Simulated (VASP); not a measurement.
Runs of VASP 6.6.1 on GaC. The structure is that of space group Pm-3m (No. 221), or close to it. The cells are those of the table. 

| task | cell | k mesh | gap on the mesh (eV) | pressure (GPa) | relaxed volume (Å³/atom) |
| --- | --- | --- | --- | --- | --- |
| single point | a = 2.811 Å, 2 atoms | 20 × 20 × 20 | none | 0.3 | - |
| relaxation of cell and atoms | relaxed from a = 2.956 Å, 2 atoms | 6 × 6 × 6 | none | 0.1 | 11.21 |
| relaxation of cell and atoms | relaxed from a = 2.818 Å, 2 atoms | 20 × 20 × 20 | none | 0.0 | 11.13 |
| single point | a = 2.956 Å, 2 atoms | 6 × 6 × 6 | none | (b) | - |
| single point | a = 2.818 Å, 2 atoms | 6 × 6 × 6 | none | (a) | - |

Alike in all rows: level PBE; potentials or basis VASP PAW PBE potentials, release 64 (Ga_d, C); no spin polarisation; cutoff (eV) 600; smearing gaussian 0.1 eV.

Estimate the missing entries.

(a) 0.4; (b) -11.8.

Caveats: some runs use coarse meshes; the cell stands under tension (at least some runs).

A k mesh can miss the band edges, and the runs leave out spin-orbit coupling on Ga.

A gap of «none» marks levels without a gap at the run's occupations.
